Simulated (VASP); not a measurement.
# LiCl (Fm-3m) in VASP: settings compared, part 2 of 2

VASP 6.6.1.

**5. Single point, r2SCAN**

The input, POSCAR:

```
LiCl
1.0
    0.0000000000      2.5560252152      2.5560252152
    2.5560252152      0.0000000000      2.5560252152
    2.5560252152      2.5560252152      0.0000000000
Li Cl
1 1
Direct
    0.0000000000      0.0000000000      0.0000000000
    0.5000000000      0.5000000000      0.5000000000
```

The input, INCAR.step1:

```
PREC = Accurate
ENCUT = 520
ISMEAR = 0
SIGMA = 0.01
LREAL = False
LASPH = True
NELM = 60
NBANDS = 12
GGA = PE
ALGO = Normal
EDIFF = 1E-4
LWAVE = True
LCHARG = False
```

The input, INCAR.step2:

```
PREC = Accurate
ENCUT = 520
EDIFF = 1E-6
ISMEAR = 0
SIGMA = 0.01
LREAL = False
LASPH = True
NELM = 60
ALGO = Normal
ISIF = 2
LWAVE = False
LCHARG = False
METAGGA = R2SCAN
LMIXTAU = True
NBANDS = 12
ISTART = 1
```

The input, KPOINTS:

```
regular mesh
0
Gamma
  8 8 8
```

Potentials or basis: VASP PAW PBE potentials, release 64 (Li_sv, Cl).

Run with:

```
$ cat potpaw_PBE.64/Li_sv/POTCAR potpaw_PBE.64/Cl/POTCAR > POTCAR
$ cp INCAR.step1 INCAR
$ mpirun -np 1 vasp_std > vasp.out
$ cp INCAR.step2 INCAR
$ mpirun -np 1 vasp_std > vasp.out
```

OUTCAR:

```text
PREC = Accurate
   ENCUT = 520
   EDIFF = 1E-6
   ISMEAR = 0
   LREAL = False
   LASPH = True
   NELM = 60
   ISIF = 2
   METAGGA = R2SCAN
   ISTART = 1

 ion  position               nearest neighbor table
   1  0.000  0.000  0.000-   2 2.56   2 2.56   2 2.56   2 2.56   2 2.56   2 2.56
   2  0.500  0.500  0.500-   1 2.56   1 2.56   1 2.56   1 2.56   1 2.56   1 2.56

  LATTYP: Found a face centered cubic cell.
 ALAT       =     5.1120504304

  Lattice vectors:

 A1 = (   0.0000000000,   2.5560252152,   2.5560252152)
 A2 = (   2.5560252152,   0.0000000000,   2.5560252152)
 A3 = (   2.5560252152,   2.5560252152,   0.0000000000)

Analysis of symmetry for initial positions (statically):
=====================================================================
 Subroutine PRICEL returns:
 Original cell was already a primitive cell.

 Routine SETGRP: Setting up the symmetry group for a
 face centered cubic supercell.

 Subroutine GETGRP returns: Found 48 space group operations
 (whereof 48 operations were pure point group operations)
 out of a pool of 48 trial point group operations.

The static configuration has the point symmetry O_h .

[... 165 lines left out ...]
 Fermi energy:         0.3804932652

 k-point     1 :       0.0000    0.0000    0.0000
  band No.  band energies     occupation
      1     -44.5315      2.00000
      2     -13.7544      2.00000
      3       0.2664      2.00000
      4       0.2664      2.00000
      5       0.2664      2.00000
      6       7.6268      0.00000
      7      12.9371      0.00000
      8      12.9371      0.00000
      9      12.9371      0.00000
     10      15.6738      0.00000
     11      15.6738      0.00000
     12      16.1905      0.00000
[... 331 lines left out ...]
 k-point    24 :      -0.3750    0.2500    0.1250
  band No.  band energies     occupation
      1     -44.5284      2.00000
      2     -13.0367      2.00000
      3      -2.3435      2.00000
      4      -1.0766      2.00000
      5      -0.3389      2.00000
      6       9.3094      0.00000
      7      10.4483      0.00000
      8      11.7226      0.00000
      9      13.0889      0.00000
     10      16.8158      0.00000
     11      17.6712      0.00000
     12      19.5277      0.00000

 [... further k-points ...]
[... 5 lines left out ...]
  --------------------------------------------------------------------------------------
  -------------------------------------------------------------------------------------
  Total       -0.0986398     -0.0986398     -0.0986398      0.0000000      0.0000000      0.0000000
  in kB       -4.7319200     -4.7319200     -4.7319200      0.0000000      0.0000000      0.0000000
  external PRESSURE =      -4.7319200 kB  Pullay stress =       0.0000000 kB

 VOLUME and BASIS-vectors are now :
 -----------------------------------------------------------------------------
  energy-cutoff  :      520.00
  volume of cell :       33.40
      direct lattice vectors                 reciprocal lattice vectors
     0.000000000  2.556025215  2.556025215    -0.195616224  0.195616224  0.195616224
     2.556025215  0.000000000  2.556025215     0.195616224 -0.195616224  0.195616224
     2.556025215  2.556025215  0.000000000     0.195616224  0.195616224 -0.195616224

 POSITION                                       TOTAL-FORCE (eV/Angst)
 -----------------------------------------------------------------------------------
      0.00000      0.00000      0.00000        -0.000000      0.000000     -0.000000
      2.55603      2.55603      2.55603         0.000000     -0.000000      0.000000
 -----------------------------------------------------------------------------------
    total drift:                                0.000000      0.000000      0.000000

  FREE ENERGIE OF THE ION-ELECTRON SYSTEM (eV)
  ---------------------------------------------------
  free  energy   TOTEN  =       -12.5881041535 eV

  energy  without entropy=      -12.5881041535  energy(sigma->0) =      -12.58810415
```

OUTCAR.step1:

```text
PREC = Accurate
   ENCUT = 520
   ISMEAR = 0
   LREAL = False
   LASPH = True
[... 581 lines left out ...]
      0.00000      0.00000      0.00000         0.000000      0.000000      0.000000
      2.55603      2.55603      2.55603        -0.000000     -0.000000     -0.000000
 -----------------------------------------------------------------------------------
    total drift:                                0.000000      0.000000      0.000000

  FREE ENERGIE OF THE ION-ELECTRON SYSTEM (eV)
  ---------------------------------------------------
  free  energy   TOTEN  =        -7.3845156766 eV

  energy  without entropy=       -7.3845156766  energy(sigma->0) =       -7.38451568
```

It took 35 s on 1 thread of AMD EPYC 9R45 (Zen 5), shared host; peak memory 0.13 GiB.

What came out:

```
Free energy            : -12.5881 eV
Band gap on the k mesh : 7.36 eV, direct
```

Levels at points of the mesh, in eV from the valence-band top:
```
           k point  band 2  band 3  band 4  band 5  band 6  band 7  band 8  band 9
(0.00, 0.00, 0.00)  -14.02    0.00    0.00    0.00    7.36   12.67   12.67   12.67
(0.50, 0.00, 0.00)  -13.42   -2.88   -0.28   -0.28    7.55   10.32   10.32   14.32
(0.50, 0.50, 0.00)  -13.17   -2.98   -1.14   -1.14    8.79    8.91   13.67   15.50
```

Caveat: the cutoff is under 1.25 times the usual one of these potentials, so pressure, stress and relaxed cells hold a basis-set (Pulay) error; the PAW data sets were made with another functional, which shifts forces and pressure a little. r2SCAN opens gaps a little over a GGA but as a rule still falls short of measured ones.

**6. The runs side by side**

```tsv
level	potentials or basis	smearing	gap on the mesh (eV)
PBE	VASP PAW PBE potentials, release 64 (Li_sv, Cl)	fermi-dirac 0.02 eV	6.40
LDA	VASP PAW LDA potentials, release 64 (Li_sv, Cl)	gaussian 0.01 eV	6.06
r2SCAN	VASP PAW PBE potentials, release 64 (Li_sv, Cl)	fermi-dirac 0.02 eV	7.36
r2SCAN	VASP PAW PBE potentials, release 64 (Li_sv, Cl)	gaussian 0.01 eV	7.36
```

Alike in all rows: task single point; no spin polarisation; cell as given; k mesh 8 × 8 × 8; cutoff (eV) 520.

Caveats: the cutoff is under 1.25 times the usual one of these potentials, so pressure, stress and relaxed cells hold a basis-set (Pulay) error; the PAW data sets were made with another functional, which shifts forces and pressure a little (some runs).

Absolute energies hang on the potentials; compare differences alone.
